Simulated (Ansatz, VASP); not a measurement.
## AlC in VASP and in Ansatz

```
CELL_PARAMETERS angstrom
2.71790 0.00000 0.00000
0.00000 2.71790 0.00000
0.00000 0.00000 2.64940
ATOMIC_POSITIONS crystal
Al 0.50000 0.50000 0.50000
C 0.00000 0.00000 0.00000
```

Change from the starting cell: species swapped into the TiRh type (P4/mmm, No. 123).

Alike in both runs: functional PBE; k mesh 7 × 7 × 6; occupations gaussian, width 0.2 eV; no spin polarisation.

Ansatz relaxed the structure, and its values are those at the end. VASP's run is a single point on that final structure, the one shown.

|  | VASP | Ansatz |
| --- | --- | --- |
| version | VASP 6.6.1 | Ansatz 0.2.0 |
| potentials or method | VASP PAW PBE potentials, release 64 (Al, C), cutoff 600 eV | scalar-relativistic, plane waves, PAW |
| valence electrons in the cell | 7 | 7 |

VASP gave:

```
gap on the k mesh at the Fermi level (eV) : none
pressure (GPa)                            : -0.2
```

Task: Which values does Ansatz return?

Result: gap on the k mesh at the Fermi level (eV): none; pressure (GPa): -0.1.

A gap of «none» marks a metal or a gap that the smearing closes.

The k mesh is coarse, so the values compare programs but aren't converged.
